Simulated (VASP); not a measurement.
# Ga2Sb in VASP: notebook

Runs on Ga2Sb. Level: PBE. Tasks: single point.

Program: VASP 6.6.1. These are calculated values, not measurements. Logs are shortened: lines on timing, memory, paths and dates and some standing lists are left out, and cuts for length are marked.

**1. The cell of the first run**

The typed cell holds 6 atoms: a = 6.467 Å, b = 5.707 Å, c = 5.707 Å, α = 134.97°, β = 90.00°, γ = 90.00°.

The cell was generated, and may not be a known phase.

**2. Single point, PBE**

Input file INCAR:

```
SYSTEM = Ga2Sb
PREC = Accurate
ENCUT = 520
EDIFF = 1E-6
ISMEAR = 0
SIGMA = 0.1
LREAL = .FALSE.
LASPH = .TRUE.
NELM = 60
ALGO = Fast
ISIF = 2
LWAVE = .FALSE.
LCHARG = .FALSE.
GGA = PE
NBANDS = 40
```

Input file KPOINTS:

```
Automatic mesh
0
G
  4 4 4
  0 0 0
```

Input file POSCAR:

```
Ga2Sb
1.0
    6.4665090704      0.0000000000      0.0000000000
    0.0000000000      5.2723517262      2.1855399116
    0.0000000000     -5.2723517262      2.1855399116
Ga Sb
4 2
Direct
    0.0402823217      0.6826847274     -0.0576107621
    0.4597176783      0.6826847274     -0.0576107621
    0.5402823217     -0.0576107621      0.6826847274
    0.9597176783     -0.0576107621      0.6826847274
    0.2500000000      0.4305599764      0.1944551469
    0.7500000000      0.1944551469      0.4305599764
```

Potentials or basis: VASP PAW PBE potentials, release 64 (Ga_d, Sb).

Run with:

```
cat potpaw_PBE.64/Ga_d/POTCAR potpaw_PBE.64/Sb/POTCAR > POTCAR
mpirun -np 1 vasp_std > vasp.out
```

OUTCAR:

```text
SYSTEM = Ga2Sb
   PREC = Accurate
   ENCUT = 520
   EDIFF = 1E-6
   ISMEAR = 0
   LREAL = .FALSE.
   LASPH = .TRUE.
   NELM = 60
   ISIF = 2
   GGA = PE

 ion  position               nearest neighbor table
   1  0.040  0.683  0.942-   2 2.71   4 2.79   6 2.88   6 2.88   5 2.98
   2  0.460  0.683  0.942-   1 2.71   3 2.79   6 2.88   6 2.88   5 2.98
   3  0.540  0.942  0.683-   4 2.71   2 2.79   5 2.88   5 2.88   6 2.98
   4  0.960  0.942  0.683-   3 2.71   1 2.79   5 2.88   5 2.88   6 2.98
   5  0.250  0.431  0.194-   3 2.88   4 2.88   3 2.88   4 2.88   1 2.98   2 2.98
   6  0.750  0.194  0.431-   1 2.88   2 2.88   1 2.88   2 2.88   3 2.98   4 2.98

  LATTYP: Found a base centered orthorhombic cell.
 ALAT       =     4.3710798232
 B/A-ratio  =     2.4123795215
 C/A-ratio  =     1.4793848047

  Lattice vectors:

 A1 = (   0.0000000000,   5.2723517262,   2.1855399116)
 A2 = (   0.0000000000,  -5.2723517262,   2.1855399116)
 A3 = (   6.4665090704,   0.0000000000,   0.0000000000)

Analysis of symmetry for initial positions (statically):
=====================================================================
 Subroutine PRICEL returns:
 Original cell was already a primitive cell.

 Routine SETGRP: Setting up the symmetry group for a
 base centered orthorhombic supercell.

 Subroutine GETGRP returns: Found  4 space group operations
 (whereof  2 operations were pure point group operations)
 out of a pool of  8 trial point group operations.

The static configuration has the point symmetry C_2 .
 The point group associated with its full space group is C_2v.

Analysis of symmetry for dynamics (positions and initial velocities):
=====================================================================
 Subroutine PRICEL returns:
 Original cell was already a primitive cell.

 Routine SETGRP: Setting up the symmetry group for a
 base centered orthorhombic supercell.

 Subroutine GETGRP returns: Found  4 space group operations
 (whereof  2 operations were pure point group operations)
 out of a pool of  8 trial point group operations.

The dynamic configuration has the point symmetry C_2 .
 The point group associated with its full space group is C_2v.

 Subroutine INISYM returns: Found  4 space group operations
 (whereof  2 operations are pure point group operations),
 and found     1 'primitive' translations

----------------------------------------------------------------------------------------

                                     Primitive cell

  volume of cell :     149.0263

  direct lattice vectors                    reciprocal lattice vectors
     6.466509070  0.000000000  0.000000000     0.154642944  0.000000000  0.000000000
     0.000000000  5.272351726  2.185539912     0.000000000  0.094834341  0.228776421
     0.000000000 -5.272351726  2.185539912     0.000000000 -0.094834341  0.228776421

  length of vectors
     6.466509070  5.707387969  5.707387969     0.154642944  0.247653393  0.247653393

  position of ions in fractional coordinates (direct lattice)
     0.040282322  0.682684727  0.942389238
     0.459717678  0.682684727  0.942389238
     0.540282322  0.942389238  0.682684727
     0.959717678  0.942389238  0.682684727
     0.250000000  0.430559976  0.194455147
     0.750000000  0.194455147  0.430559976

  ion indices of the primitive-cell ions
   primitive index   ion index
                 1           1
                 2           2
                 3           3
                 4           4
                 5           5
                 6           6

----------------------------------------------------------------------------------------

 KPOINTS: Automatic mesh

Automatic generation of k-mesh.
 Grid dimensions read from file:
 generate k-points for:    4    4    4

 Generating k-lattice:

  Cartesian coordinates                     Fractional coordinates (reciprocal lattice)
     0.038660736  0.000000000  0.000000000     0.250000000  0.000000000  0.000000000
     0.000000000  0.023708585  0.057194105     0.000000000  0.250000000 -0.000000000
     0.000000000 -0.023708585  0.057194105     0.000000000 -0.000000000  0.250000000

  Length of vectors
     0.038660736  0.061913348  0.061913348

  Shift w.r.t. Gamma in fractional coordinates (k-lattice)
     0.000000000  0.000000000  0.000000000

 Subroutine IBZKPT returns following result:
 ===========================================

 Found     21 irreducible k-points:

 Following reciprocal coordinates:
            Coordinates               Weight
  0.000000  0.000000  0.000000      1.000000
  0.250000  0.000000  0.000000      2.000000
  0.500000  0.000000  0.000000      1.000000
  0.000000  0.250000  0.000000      4.000000
  0.250000  0.250000  0.000000      8.000000
  0.500000  0.250000  0.000000      4.000000
[... 13 lines left out ...]
  0.250000  0.500000  0.500000      2.000000
  0.500000  0.500000  0.500000      1.000000
   k-points           NKPTS =     21   k-points in BZ     NKDIM =     21   number of bands    NBANDS=     40
   number of dos      NEDOS =    301   number of ions     NIONS =      6
   total plane-waves  NPLWV =  84672
   dimension x,y,z NGX =    48 NGY =   42 NGZ =   42
   dimension x,y,z NGXF=    96 NGYF=   84 NGZF=   84
   ions per type =               4   2
   NGX,Y,Z   is equivalent  to a cutoff of  12.34, 12.23, 12.23 a.u.
   NGXF,Y,Z  is equivalent  to a cutoff of  24.68, 24.47, 24.47 a.u.
 SYSTEM =  Ga2Sb
   PREC   = accura    normal or accurate (medium, high low for compatibility)
   ISTART =      0    job   : 0-new  1-cont  2-samecut
   ICHARG =      2    charge: 1-file 2-atom 10-const
   ISPIN  =      1    spin polarized calculation?
   LNONCOLLINEAR =      F non collinear calculations
   LSORBIT =      F    spin-orbit coupling
   LASPH  =      T    aspherical Exc in radial PAW
   ENCUT  =  520.0 eV  38.22 Ry    6.18 a.u.  12.02 10.61 10.61*2*pi/ulx,y,z
   NELM   =     60;   NELMIN=  2; NELMDL= -5     # of ELM steps
   EDIFF  = 0.1E-05   stopping-criterion for ELM
   LREAL  =      F    real-space projection
   EDIFFG = 0.1E-04   stopping-criterion for IOM
   NSW    =      0    number of steps for IOM
   IBRION =     -1    ionic relax: 0-MD 1-quasi-New 2-CG
   NFREE  =      0    steps in history (QN), initial steepest desc. (CG)
   ISIF   =      2    stress and relaxation
   ISYM   =      2    0-nonsym 1-usesym 2-fastsym
   POTIM  = 0.5000    time-step for ionic-motion
   TEBEG  =    0.0;   TEEND  =   0.0 temperature during run
   PSTRESS=    0.0 pullay stress
   NELECT =      62.0000    total number of electrons
   NUPDOWN=      -1.0000    fix difference up-down
   EMIN   =  10.00;   EMAX   =-10.00  energy-range for DOS
   EFERMI =   0.00;   METHOD = LEGACY
   ISMEAR =     0;   SIGMA  =   0.10  broadening in eV -4-tet -1-fermi 0-gaus
   EFERMI_NEDOS =   21; number of points for ismear=-14 and -15
   IALGO  =     68    algorithm
   IMIX   =      4    mixing-type and parameters
     AMIX     =   0.40;   BMIX     =  1.00
     AMIX_MAG =   1.60;   BMIX_MAG =  1.00
  volume/ion in A,a.u.               =      24.84       167.61
  Fermi-wavevector in a.u.,A,eV,Ry     =   1.222131  2.309493 20.321715  1.493604
  Thomas-Fermi vector in A             =   2.357289
   LORBIT       =      0    0 simple, 1 ext, 2 COOP (PROOUT), +10 PAW based schemes
   GGA     = PE    functional components
   LHFCALC =     F    Hartree Fock is set to
   AEXX    =    0.0000 exact exchange contribution
   IVDW    =     0    specifies the selected vdW correction
   LEPSILON=     F    determine dielectric tensor
   LRPA    =     F    only Hartree local field effects (RPA)
 non-spin polarized calculation
 RMM-DIIS sequential band-by-band and
 Gauss-broadening in eV      SIGMA  =   0.10
  energy-cutoff  :      520.00
  volume of cell :      149.03
 maximum number of plane-waves:      4038
   NGX = 25   NGY = 21   NGZ = 21

 number of electron      62.0000026 magnetization

 Free energy of the ion-electron system (eV)
  ---------------------------------------------------
  ext. energy  EPLUGINS =         0.00000000
  ---------------------------------------------------
  free energy    TOTEN  =       -19.48755857 eV

  energy without entropy =      -19.47950614  energy(sigma->0) =      -19.48353235

 E-fermi :   5.0949     XC(G=0):  -9.8572

 val. band max:        5.0222911576   @ k =   0.5000   0.2500   0.0000
 cond. band min:       5.1252062620   @ k =   0.2500   0.5000   0.0000
 fundamental gap:      0.1029151045
 Fermi energy:         5.0948500053

 k-point     1 :       0.0000    0.0000    0.0000
  band No.  band energies     occupation
      1      -9.7305      2.00000
      2      -9.6825      2.00000
      3      -9.6563      2.00000
      4      -9.6478      2.00000
      5      -9.6445      2.00000
      6      -9.6393      2.00000
[... 32 lines left out ...]
     39       8.7793      0.00000
     40       9.0366      0.00000

 k-point     2 :       0.2500    0.0000    0.0000
  band No.  band energies     occupation
      1      -9.7190      2.00000
      2      -9.6803      2.00000
      3      -9.6567      2.00000
      4      -9.6423      2.00000
      5      -9.6381      2.00000
      6      -9.6311      2.00000
[... 32 lines left out ...]
     39       9.6535      0.00000
     40      10.3826      0.00000

 k-point     3 :       0.5000    0.0000    0.0000
  band No.  band energies     occupation
      1      -9.6955      2.00000
      2      -9.6955      2.00000
      3      -9.6426      2.00000
      4      -9.6426      2.00000
      5      -9.6201      2.00000
      6      -9.6201      2.00000
[... 724 lines left out ...]
  band No.  band energies     occupation
      1      -9.7355      2.00000
      2      -9.6925      2.00000
      3      -9.6842      2.00000
      4      -9.6670      2.00000
      5      -9.6416      2.00000
      6      -9.6361      2.00000
[... 32 lines left out ...]
     39       9.5246      0.00000
     40       9.8536      0.00000

 k-point    21 :       0.5000    0.5000    0.5000
  band No.  band energies     occupation
      1      -9.7111      2.00000
      2      -9.7111      2.00000
      3      -9.6673      2.00000
      4      -9.6673      2.00000
      5      -9.6359      2.00000
      6      -9.6359      2.00000
[... 32 lines left out ...]
     39       9.4639      0.00000
     40       9.4672      0.00000

------------------------ aborting loop because EDIFF is reached ----------------------------------------

  FORCE on cell =-STRESS in cart. coord.  units (eV):
  Direction    XX          YY          ZZ          XY          YZ          ZX
  --------------------------------------------------------------------------------------
  -------------------------------------------------------------------------------------
  Total       -0.1082507      0.2196913      0.0390263      0.0000000      0.0000000      0.0000000
  in kB       -1.1637994      2.3618939      0.4195708      0.0000000      0.0000000      0.0000000
  external PRESSURE =       0.5392217 kB  Pullay stress =       0.0000000 kB

 VOLUME and BASIS-vectors are now :
 -----------------------------------------------------------------------------
  energy-cutoff  :      520.00
  volume of cell :      149.03
      direct lattice vectors                 reciprocal lattice vectors
     6.466509070  0.000000000  0.000000000     0.154642944  0.000000000  0.000000000
     0.000000000  5.272351726  2.185539912     0.000000000  0.094834341  0.228776421
     0.000000000 -5.272351726  2.185539912     0.000000000 -0.094834341  0.228776421

 POSITION                                       TOTAL-FORCE (eV/Angst)
 -----------------------------------------------------------------------------------
      0.26049     -1.36925      3.55166        -0.004427      0.008439     -0.000309
      2.97277     -1.36925      3.55166         0.004427      0.008439     -0.000309
      3.49374      1.36925      3.55166        -0.004427     -0.008439     -0.000309
      6.20602      1.36925      3.55166         0.004427     -0.008439     -0.000309
      1.61663      1.24483      1.36600         0.000000     -0.028061      0.000618
      4.84988     -1.24483      1.36600         0.000000      0.028061      0.000618
 -----------------------------------------------------------------------------------
    total drift:                               -0.000000     -0.000000     -0.000995

  FREE ENERGIE OF THE ION-ELECTRON SYSTEM (eV)
  ---------------------------------------------------
  free  energy   TOTEN  =       -19.4875585658 eV

  energy  without entropy=      -19.4795061358  energy(sigma->0) =      -19.48353235
```

Run time: 85 s. Hardware: 1 thread of AMD EPYC 9R45 (Zen 5), shared host; peak memory 0.3 GiB.

What came out:

```
Free energy            : -19.4876 eV
Pressure               : 0.1 GPa
Largest force          : 0.028 eV/Å
Band gap on the k mesh : zero (bands 31 and 32 overlap by 2.14 eV)
```

Forces on the atoms (eV/Å):
```
Ga  -0.004  0.008  0.000
Ga   0.004  0.008  0.000
Ga  -0.004 -0.008  0.000
Ga   0.004 -0.008  0.000
Sb   0.000 -0.028  0.001
Sb   0.000  0.028  0.001
```

Caveat: the k points lie up to 0.39 Å⁻¹ apart, too coarse for converged energies and pressures of a metal; spin-orbit coupling is left out, which moves the levels of the heavy elements.

**3. Single point, PBE**

This run uses another cell than the first one, of 24.64 Å³/atom.

Input file INCAR:

```
PREC     = Accurate       # precision mode
ENCUT    = 520            # plane-wave cutoff, eV
EDIFF    = 1E-7           # SCF threshold, eV
ISMEAR   = 0              # smearing method
SIGMA    = 0.1            # smearing width, eV
LREAL    = F              # projectors in reciprocal space
LASPH    = T              # aspherical terms in the spheres
NELM     = 60             # most SCF steps
ALGO     = Fast           # electronic algorithm
ISIF     = 2              # what is computed and relaxed
LWAVE    = F              # write WAVECAR
LCHARG   = F              # write CHGCAR
GGA      = PE             # functional
NBANDS   = 40             # bands
```

Input file KPOINTS:

```
regular mesh
0
Gamma
  10 10 6
```

Input file POSCAR:

```
Ga2Sb
1.0
    2.2269176807     -5.1610304407      0.0000000000
    2.2269176807      5.1610304407      0.0000000000
    0.0000000000      0.0000000000      6.4306569120
Ga Sb
4 2
Direct
    0.1338577890      0.8661422110      0.4608998824
    0.1338577890      0.8661422110      0.0391001176
    0.8661422110      0.1338577890      0.9608998824
    0.8661422110      0.1338577890      0.5391001176
    0.3927175206      0.6072824794      0.2500000000
    0.6072824794      0.3927175206      0.7500000000
```

Potentials or basis: VASP PAW PBE potentials, release 64 (Ga_d, Sb).

Run with:

```
cat potpaw_PBE.64/Ga_d/POTCAR potpaw_PBE.64/Sb/POTCAR > POTCAR
mpirun -np 1 vasp_std > vasp.out
```

Run time: 8.7 min. Hardware: 1 thread of AMD EPYC 9R45 (Zen 5), shared host; peak memory 0.65 GiB.

Results (log left out):

```yaml
Free_energy: -19.3988 eV
Pressure: 0.1 GPa
Largest_force: 0.013 eV/Å
Band_gap_on_the_k_mesh: zero (bands 31 and 32 overlap by 2.63 eV)
```

Forces in eV/Å, atoms in the order of the input:
```
Ga   0.000  0.003 -0.001
Ga   0.000  0.003  0.001
Ga   0.000 -0.003 -0.001
Ga   0.000 -0.003  0.001
Sb   0.000 -0.013  0.000
Sb   0.000  0.013  0.000
```

Levels at points of the mesh, in eV from the Fermi level:
```csv
k point,band 29,band 30,band 31,band 32,band 33,band 34
"(0.00, 0.00, 0.00)",-1.70,-1.09,-0.29,0.38,0.63,1.07
"(0.50, 0.00, 0.00)",-1.93,-1.85,-1.84,-0.86,1.51,1.72
"(0.50, 0.50, 0.00)",-0.41,0.32,0.56,1.22,1.59,2.15
"(0.00, 0.00, 0.50)",-1.52,-1.52,-0.75,-0.75,1.01,1.01
"(0.50, 0.00, 0.50)",-0.45,-0.45,0.43,0.43,1.73,1.73
"(0.50, 0.50, 0.50)",-1.56,-1.56,1.13,1.13,2.55,2.55
```

Caveat: spin-orbit coupling is left out, which moves the levels of the heavy elements.

The gap in the log of VASP goes by the Fermi energy; the results here count the filled bands.